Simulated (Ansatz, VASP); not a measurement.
Two plane-wave programs on SiO

```xyz
4
Lattice="-2.0258 2.6745 3.2004 2.0258 -2.6745 3.2004 2.0258 2.6745 -3.2004" Properties=species:S:1:pos:R:3 pbc="T T T"
Si    0.0000    1.3372    2.2368
Si    2.0258    1.3372    0.9636
O     0.0000    0.0000    3.2004
O     2.0258    0.0000    0.0000
```

Alike in both runs: functional PBE; k mesh 12 × 12 × 12; occupations gaussian, width 0.01 eV; no spin polarisation.

Ansatz relaxed the structure, and its values are those at the end. VASP's run is a single point on that final structure, the one shown.

|  | VASP | Ansatz |
| --- | --- | --- |
| version | VASP 6.6.1 | Ansatz 0.2.0 |
| potentials or method | VASP PAW PBE potentials, release 64 (Si, O), cutoff 520 eV | scalar-relativistic, plane waves, PAW |
| valence electrons in the cell | 20 | 20 |

|  | VASP | Ansatz | Ansatz less VASP |
| --- | --- | --- | --- |
| gap on the k mesh at the Fermi level (eV) | 0.02 | 0.03 | +0.002 |
| least direct gap on the mesh (eV) | 0.02 | 0.03 | +0.002 |
| pressure (GPa) | 0.0 | 0.0 | 0.00 |
| rms of the force components (eV/Å) | 0.013 | 0.000 | -0.0128 |
